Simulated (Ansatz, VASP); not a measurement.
**GaN: VASP beside Ansatz**

File INCAR:

```
SYSTEM = GaN
PREC = Accurate ; ENCUT = 520
EDIFF = 1E-6 ; ISMEAR = 0
SIGMA = 0.01 ; LREAL = .FALSE.
LASPH = .TRUE. ; NELM = 100
ALGO = Normal ; ISIF = 2
LWAVE = .FALSE. ; LCHARG = .FALSE.
GGA = PS ; NBANDS = 26
```

KPOINTS

```
Automatic mesh
0
G
  12 12 4
  0 0 0
```

Contents of POSCAR:

```
GaN
1.0
    3.1370217585      0.0000000000      0.0000000000
   -1.5685108793      2.7167407482      0.0000000000
    0.0000000000      0.0000000000      5.0961806304
Ga N
2 2
Direct
    0.3333333333      0.6666666667      0.0000000000
    0.6666666667      0.3333333333      0.5000000000
    0.3333333333      0.6666666667      0.3750000000
    0.6666666667      0.3333333333      0.8750000000
```

Input for Ansatz:

```yaml
crystal:
  lattice:
    - [3.137021758548358, 0.0, 0.0]
    - [-1.568510879274179, 2.7167407481740864, 0.0]
    - [0.0, 0.0, 5.096180630396484]
  atoms:
    - { symbol: Ga, position: [0.3333333333333333, 0.6666666666666666, 0.0] }
    - { symbol: Ga, position: [0.6666666666666666, 0.3333333333333333, 0.5] }
    - { symbol: "N", position: [0.3333333333333333, 0.6666666666666666, 0.375] }
    - { symbol: "N", position: [0.6666666666666666, 0.3333333333333333, 0.875] }
basis:
  ecutwfc: 500.0
kpoints:
  mp_grid:
    grid: [12, 12, 4]
hamiltonian:
  xc: pbesol
  pseudopotentials:
    kind: paw
scf:
  occupations:
    method: fixed
output:
  stress: true
```

Alike in both runs: task single point; functional PBEsol; k mesh 12 × 12 × 4; no spin polarisation.

|  | VASP | Ansatz |
| --- | --- | --- |
| version | VASP 6.6.1 | Ansatz 0.2.0 |
| potentials or method | VASP PAW PBE potentials, release 64 (Ga_d, N), cutoff 520 eV | plane waves, PAW |
| occupations | gaussian, width 0.01 eV | fixed |
| valence electrons in the cell | 36 | 36 |

VASP gave:

```
pressure (GPa)                                                : 9.4
traceless stress, the component that is largest in VASP (GPa) : 1.67
```

Which values does Ansatz return?

Pressure (GPa): 9.6; traceless stress, the component that is largest in VASP (GPa): 1.66.

VASP's potentials were made for PBE, not for PBEsol.
